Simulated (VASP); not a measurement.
Input of a VASP 6.6.1 run:

INCAR

```
SYSTEM = TiNi
PREC = Accurate ; ENCUT = 520
EDIFF = 1E-6 ; ISMEAR = -1
SIGMA = 0.05 ; LREAL = .FALSE.
LASPH = .TRUE. ; NELM = 150
ALGO = Fast ; ISIF = 2
LWAVE = .FALSE. ; LCHARG = .FALSE.
ISPIN = 2 ; MAGMOM = 1 1 1 1
LORBIT = 11 ; LMAXMIX = 4
GGA = PS ; NBANDS = 34
```

File KPOINTS:

```
regular mesh
0
G
  7 7 7
  0 0 0
```

File POSCAR:

```
TiNi
1.0
    3.8219460000      0.0000000000      0.0000000000
    0.0000000000      3.8219460000      0.0000000000
    0.0000000000      0.0000000000      3.6362500000
Ni Ti
2 2
Direct
    0.0000000000      0.0000000000      0.0000000000
    0.5000000000      0.5000000000      0.0000000000
    0.5000000000      0.0000000000      0.5191990000
    0.0000000000      0.5000000000      0.4808010000
```

Potentials or basis: VASP PAW PBE potentials, release 64 (Ni, Ti_sv).

Launch:

```console
$ cat potpaw_PBE.64/Ni/POTCAR potpaw_PBE.64/Ti_sv/POTCAR > POTCAR
$ mpirun -np 1 vasp_std > vasp.out
```

(1) Predict the pressure.

(2) Estimate the band gap on the k mesh.

(3) Estimate the net moment.

(4) Predict the largest force.

Results:

(1) -5.2 GPa.

(2) zero (filled and empty bands overlap).

(3) 0.00 μB per cell.

(4) 0.095 eV/Å.

Caveat: the cell stands under tension; the moments typed at the start vanished in this run; the PAW data sets were made with another functional, which shifts forces and pressure a little.
